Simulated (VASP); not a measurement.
# CsH (Immm) in VASP: a series of runs, part 2 of 2

VASP 6.6.1. The steps go on from the part before.

## 3. Single point, r2SCAN (strain +0.0250 x Voigt [0, 0, 0, 0, 0, 1])

POSCAR reads:

```
CsH
1.0
    0.0398500000      3.1880000000      3.1880000000
    3.1880000000      0.0398500000      3.1880000000
    3.2278500000      3.2278500000      0.0000000000
Cs H
1 1
Direct
    0.0000000000      0.0000000000      0.0000000000
    0.5000000000      0.5000000000      0.5000000000
```

INCAR.step1 reads:

```
SYSTEM = CsH
PREC = Accurate ; ENCUT = 520
ISMEAR = 0 ; SIGMA = 0.05
LREAL = .False. ; LASPH = .True.
NELM = 60 ; NBANDS = 12
GGA = PE ; ALGO = Normal
EDIFF = 1E-4 ; LWAVE = .True.
LCHARG = .False.
```

INCAR.step2 reads:

```
SYSTEM = CsH
PREC = Accurate ; ENCUT = 520
EDIFF = 1E-6 ; ISMEAR = 0
SIGMA = 0.05 ; LREAL = .False.
LASPH = .True. ; NELM = 60
ALGO = Normal ; ISIF = 2
LWAVE = .False. ; LCHARG = .False.
METAGGA = R2SCAN ; LMIXTAU = .True.
NBANDS = 12 ; ISTART = 1
```

KPOINTS reads:

```
Automatic mesh
0
Gamma
  6 6 6
  0 0 0
```

Potentials or basis: VASP PAW PBE potentials, release 64 (Cs_sv, H).

Command:

```
> cat potpaw_PBE.64/Cs_sv/POTCAR potpaw_PBE.64/H/POTCAR > POTCAR
> cp INCAR.step1 INCAR
> mpirun -np 1 vasp_std > vasp.out
> cp INCAR.step2 INCAR
> mpirun -np 1 vasp_std > vasp.out
```

OUTCAR:

```text
SYSTEM = CsH
   PREC = Accurate
   ENCUT = 520
   EDIFF = 1E-6
   ISMEAR = 0
   LREAL = .False.
   LASPH = .True.
   NELM = 60
   ISIF = 2
   METAGGA = R2SCAN
   ISTART = 1

 ion  position               nearest neighbor table
   1  0.000  0.000  0.000-
   2  0.500  0.500  0.500-

  LATTYP: Found a body centered orthorhombic cell.
 ALAT       =     4.4521564264
 B/A-ratio  =     1.0253164557
 C/A-ratio  =     1.4321149999

  Lattice vectors:

[... 546 lines left out ...]
 [... further k-points ...]

------------------------ aborting loop because EDIFF is reached ----------------------------------------

  FORCE on cell =-STRESS in cart. coord.  units (eV):
  Direction    XX          YY          ZZ          XY          YZ          ZX
  --------------------------------------------------------------------------------------
  -------------------------------------------------------------------------------------
  Total        0.0183654      0.0183654      0.0167905     -0.0468506      0.0000000      0.0000000
  in kB        0.4541448      0.4541448      0.4151993     -1.1585330      0.0000000      0.0000000
  external PRESSURE =       0.4411630 kB  Pullay stress =       0.0000000 kB

 VOLUME and BASIS-vectors are now :
 -----------------------------------------------------------------------------
  energy-cutoff  :      520.00
  volume of cell :       64.79
      direct lattice vectors                 reciprocal lattice vectors
     0.039850000  3.188000000  3.188000000    -0.158823436  0.158823436  0.156838143
     3.188000000  0.039850000  3.188000000     0.158823436 -0.158823436  0.156838143
     3.227850000  3.227850000  0.000000000     0.154901870  0.154901870 -0.156838143

 POSITION                                       TOTAL-FORCE (eV/Angst)
 -----------------------------------------------------------------------------------
      0.00000      0.00000      0.00000         0.000000     -0.000000      0.000000
      3.22785      3.22785      3.18800        -0.000000      0.000000      0.000000
 -----------------------------------------------------------------------------------
    total drift:                               -0.000000      0.000000      0.000000

  FREE ENERGIE OF THE ION-ELECTRON SYSTEM (eV)
  ---------------------------------------------------
  free  energy   TOTEN  =       -28.9881843804 eV

  energy  without entropy=      -28.9881843804  energy(sigma->0) =      -28.98818438
```

OSZICAR.step1:

```text
N       E                     dE             d eps       ncg     rms          rms(c)
DAV:   1     0.444307184127E+02    0.44431E+02   -0.40626E+03  1104   0.683E+02
DAV:   2    -0.183264808425E+01   -0.46263E+02   -0.43631E+02  1440   0.111E+02
DAV:   3    -0.536009089758E+01   -0.35274E+01   -0.35207E+01  1392   0.338E+01
DAV:   4    -0.538971689021E+01   -0.29626E-01   -0.29623E-01  1260   0.352E+00
DAV:   5    -0.538983261295E+01   -0.11572E-03   -0.11572E-03  1428   0.228E-01    0.379E+00
DAV:   6    -0.467034803047E+01    0.71948E+00   -0.57688E-01  1260   0.288E+00    0.159E+00
DAV:   7    -0.452639503723E+01    0.14395E+00   -0.63736E-01  1228   0.273E+00    0.679E-01
DAV:   8    -0.455882334384E+01   -0.32428E-01   -0.81002E-02  1208   0.117E+00    0.463E-01
DAV:   9    -0.454845252448E+01    0.10371E-01   -0.19326E-02  1292   0.593E-01    0.388E-02
DAV:  10    -0.454876187864E+01   -0.30935E-03   -0.29347E-03  1200   0.208E-01    0.278E-02
DAV:  11    -0.454889701154E+01   -0.13513E-03   -0.35066E-04  1240   0.860E-02    0.316E-02
DAV:  12    -0.454885977959E+01    0.37232E-04   -0.10647E-04  1224   0.482E-02
   1 F= -.45488598E+01 E0= -.45488598E+01  d E =-.119715E-19
```

It took 84 s on 1 thread of Intel Xeon Platinum 8488C (Sapphire Rapids), shared host; peak memory 0.23 GiB.

Results:

```yaml
Free_energy: -28.9882 eV
Pressure: 0.0 GPa
Band_gap_on_the_k_mesh: 2.66 eV
```

Caveat: the cell differs from its parent crystal (strain +0.0250 x Voigt [0, 0, 0, 0, 0, 1]); the PAW data sets were made with another functional, which shifts forces and pressure a little; spin-orbit coupling is left out, which moves the levels of the heavy elements.

## 4. Single point, r2SCAN (strain +0.0375 x Voigt [0, 0, 0, 0, 0, 1])

POSCAR reads:

```
CsH
1.0
    0.0597750000      3.1880000000      3.1880000000
    3.1880000000      0.0597750000      3.1880000000
    3.2477750000      3.2477750000      0.0000000000
Cs H
1 1
Direct
    0.0000000000      0.0000000000      0.0000000000
    0.5000000000      0.5000000000      0.5000000000
```

INCAR.step1 reads:

```
SYSTEM = CsH
ALGO = Normal
EDIFF = 1E-4
ENCUT = 520
GGA = PE
ISMEAR = 0
LASPH = .TRUE.
LCHARG = .FALSE.
LREAL = .FALSE.
LWAVE = .TRUE.
NBANDS = 12
NELM = 100
PREC = Accurate
SIGMA = 0.05
```

INCAR.step2 reads:

```
SYSTEM = CsH
ALGO = Normal
EDIFF = 1E-7
ENCUT = 520
ISIF = 2
ISMEAR = 0
ISTART = 1
LASPH = .TRUE.
LCHARG = .FALSE.
LMIXTAU = .TRUE.
LREAL = .FALSE.
LWAVE = .FALSE.
METAGGA = R2SCAN
NBANDS = 12
NELM = 100
PREC = Accurate
SIGMA = 0.05
```

KPOINTS reads:

```
k-points
0
G
  6 6 6
  0 0 0
```

Command:

```
> cat potpaw_PBE.64/Cs_sv/POTCAR potpaw_PBE.64/H/POTCAR > POTCAR
> cp INCAR.step1 INCAR
> mpirun -np 1 vasp_std > vasp.out
> cp INCAR.step2 INCAR
> mpirun -np 1 vasp_std > vasp.out
```

Wall time 97 s (1 thread of Intel Xeon Platinum 8488C (Sapphire Rapids), shared host); peak memory 0.23 GiB.

The run converged. Its results:

```yaml
Free_energy: -28.9874 eV
Pressure: 0.0 GPa
Band_gap_on_the_k_mesh: 2.65 eV
```

Stress tensor (GPa, compression positive):
```
 0.04 -0.17  0.00
-0.17  0.04  0.00
 0.00  0.00  0.03
```

Levels at points of the mesh, in eV from the valence-band top:
```
           k point  band 3  band 4  band 5  band 6  band 7  band 8
(0.00, 0.00, 0.00)   -8.17   -8.16   -1.66    5.51    5.64    5.86
(0.50, 0.00, 0.00)   -8.28   -8.27    0.00    2.66    5.07    5.31
(0.50, 0.50, 0.00)   -8.46   -8.41   -1.16    3.49    6.07    8.63
(0.00, 0.00, 0.50)   -8.25   -8.25   -0.02    2.65    5.17    5.42
(0.50, 0.00, 0.50)   -8.44   -8.44   -1.16    3.49    6.07    8.60
```

Caveat: the cell differs from its parent crystal (strain +0.0375 x Voigt [0, 0, 0, 0, 0, 1]); the PAW data sets were made with another functional, which shifts forces and pressure a little; spin-orbit coupling is left out, which moves the levels of the heavy elements. A k mesh can miss the band edges.

## 5. Single point, r2SCAN (strain +0.0125 x Voigt [0, 0, 0, 0, 0, 1])

POSCAR reads:

```
CsH
1.0
    0.0199250000      3.1880000000      3.1880000000
    3.1880000000      0.0199250000      3.1880000000
    3.2079250000      3.2079250000      0.0000000000
Cs H
1 1
Direct
    0.0000000000      0.0000000000      0.0000000000
    0.5000000000      0.5000000000      0.5000000000
```

INCAR.step1 reads:

```
SYSTEM = CsH
PREC = Accurate ; ENCUT = 520
ISMEAR = 0 ; SIGMA = 0.05
LREAL = .FALSE. ; LASPH = .TRUE.
NELM = 100 ; NBANDS = 12
GGA = PE ; ALGO = Normal
EDIFF = 1E-4 ; LWAVE = .TRUE.
LCHARG = .FALSE.
```

INCAR.step2 reads:

```
SYSTEM = CsH
PREC = Accurate ; ENCUT = 520
EDIFF = 1E-7 ; ISMEAR = 0
SIGMA = 0.05 ; LREAL = .FALSE.
LASPH = .TRUE. ; NELM = 100
ALGO = Normal ; ISIF = 2
LWAVE = .FALSE. ; LCHARG = .TRUE.
METAGGA = R2SCAN ; LMIXTAU = .TRUE.
LELF = .TRUE. ; LVHAR = .TRUE.
NBANDS = 12 ; ISTART = 1
```

KPOINTS reads:

```
Automatic mesh
0
G
  6 6 6
  0 0 0
```

Potentials or basis: VASP PAW PBE potentials, release 64 (Cs_sv, H).

Command:

```
> cat potpaw_PBE.64/Cs_sv/POTCAR potpaw_PBE.64/H/POTCAR > POTCAR
> cp INCAR.step1 INCAR
> mpirun -np 1 vasp_std > vasp.out
> cp INCAR.step2 INCAR
> mpirun -np 1 vasp_std > vasp.out
```

OUTCAR:

```text
SYSTEM = CsH
   PREC = Accurate
   ENCUT = 520
   EDIFF = 1E-7
   ISMEAR = 0
   LREAL = .FALSE.
   LASPH = .TRUE.
   NELM = 100
   ISIF = 2
   METAGGA = R2SCAN
   ISTART = 1

 ion  position               nearest neighbor table
   1  0.000  0.000  0.000-
   2  0.500  0.500  0.500-

  LATTYP: Found a body centered orthorhombic cell.
 ALAT       =     4.4803346316
 B/A-ratio  =     1.0125786164
 C/A-ratio  =     1.4231079873

  Lattice vectors:

 A1 = (   3.1880000000,   0.0199250000,  -3.1880000000)
 A2 = (  -3.1880000000,  -0.0199250000,  -3.1880000000)
 A3 = (   0.0199250000,   3.1880000000,   3.1880000000)

Analysis of symmetry for initial positions (statically):
=====================================================================
 Subroutine PRICEL returns:
 Original cell was already a primitive cell.

 Routine SETGRP: Setting up the symmetry group for a
 body centered orthorhombic supercell.

 Subroutine GETGRP returns: Found  8 space group operations
 (whereof  8 operations were pure point group operations)
 out of a pool of  8 trial point group operations.
[... 174 lines left out ...]
      2      -8.2741      2.00000
      3      -8.2711      2.00000
      4      -8.2675      2.00000
      5      -1.7625      2.00000
      6       5.5199      0.00000
      7       5.5723      0.00000
      8       5.6347      0.00000
      9       6.2266      0.00000
     10       7.4871      0.00000
     11       7.4872      0.00000
     12       9.1219      0.00000
[... 331 lines left out ...]
 k-point    24 :       0.5000    0.5000    0.1667
  band No.  band energies     occupation
      1     -22.0859      2.00000
      2      -8.9221      2.00000
      3      -8.6054      2.00000
      4      -8.4897      2.00000
      5      -0.9979      2.00000
      6       3.6403      0.00000
      7       5.1587      0.00000
      8       7.0380      0.00000
      9       7.4051      0.00000
     10       9.0450      0.00000
     11       9.2110      0.00000
     12       9.9543      0.00000

 [... further k-points ...]

------------------------ aborting loop because EDIFF is reached ----------------------------------------

  FORCE on cell =-STRESS in cart. coord.  units (eV):
  Direction    XX          YY          ZZ          XY          YZ          ZX
  --------------------------------------------------------------------------------------
  -------------------------------------------------------------------------------------
  Total        0.0156613      0.0156613      0.0152881     -0.0233249      0.0000000      0.0000000
  in kB        0.3872320      0.3872320      0.3780027     -0.5767161      0.0000000      0.0000000
  external PRESSURE =       0.3841556 kB  Pullay stress =       0.0000000 kB

 VOLUME and BASIS-vectors are now :
 -----------------------------------------------------------------------------
  energy-cutoff  :      520.00
  volume of cell :       64.80
      direct lattice vectors                 reciprocal lattice vectors
     0.019925000  3.188000000  3.188000000    -0.157824546  0.157824546  0.156838143
     3.188000000  0.019925000  3.188000000     0.157824546 -0.157824546  0.156838143
     3.207925000  3.207925000  0.000000000     0.155863993  0.155863993 -0.156838143

 POSITION                                       TOTAL-FORCE (eV/Angst)
 -----------------------------------------------------------------------------------
      0.00000      0.00000      0.00000         0.000000     -0.000000      0.000000
      3.20793      3.20793      3.18800        -0.000000      0.000000     -0.000000
 -----------------------------------------------------------------------------------
    total drift:                               -0.000000      0.000000      0.000000

  FREE ENERGIE OF THE ION-ELECTRON SYSTEM (eV)
  ---------------------------------------------------
  free  energy   TOTEN  =       -28.9886249196 eV

  energy  without entropy=      -28.9886249196  energy(sigma->0) =      -28.98862492
```

Wall time 96 s (1 thread of Intel Xeon Platinum 8488C (Sapphire Rapids), shared host); peak memory 0.23 GiB.

Results:

```
Free energy            : -28.9886 eV
Pressure               : 0.0 GPa
Band gap on the k mesh : 2.66 eV
```

Caveat: the cell differs from its parent crystal (strain +0.0125 x Voigt [0, 0, 0, 0, 0, 1]); the PAW data sets were made with another functional, which shifts forces and pressure a little; spin-orbit coupling is left out, which moves the levels of the heavy elements.

## 6. Overview

```csv
cell,gap on the mesh (eV),pressure (GPa)
"a = 4.509, b = 4.509, c = 4.396 Å, angles 60.8, 60.8, 61.7°, 2 atoms",2.65,0.0
"a = 4.509, b = 4.509, c = 4.565 Å, angles 59.6, 59.6, 59.2°, 2 atoms",2.66,0.0
"a = 4.509, b = 4.509, c = 4.593 Å, angles 59.4, 59.4, 58.8°, 2 atoms",2.65,0.0
"a = 4.509, b = 4.509, c = 4.537 Å, angles 59.8, 59.8, 59.6°, 2 atoms",2.66,0.0
```

Alike in all rows: task single point; level r2SCAN; potentials or basis VASP PAW PBE potentials, release 64 (Cs_sv, H); no spin polarisation; k mesh 6 × 6 × 6; cutoff (eV) 520; smearing gaussian 0.05 eV.

Caveats: the PAW data sets were made with another functional, which shifts forces and pressure a little; spin-orbit coupling is left out, which moves the levels of the heavy elements.

Total energies depend on the potentials used, so only differences within one code and one set of settings carry meaning.
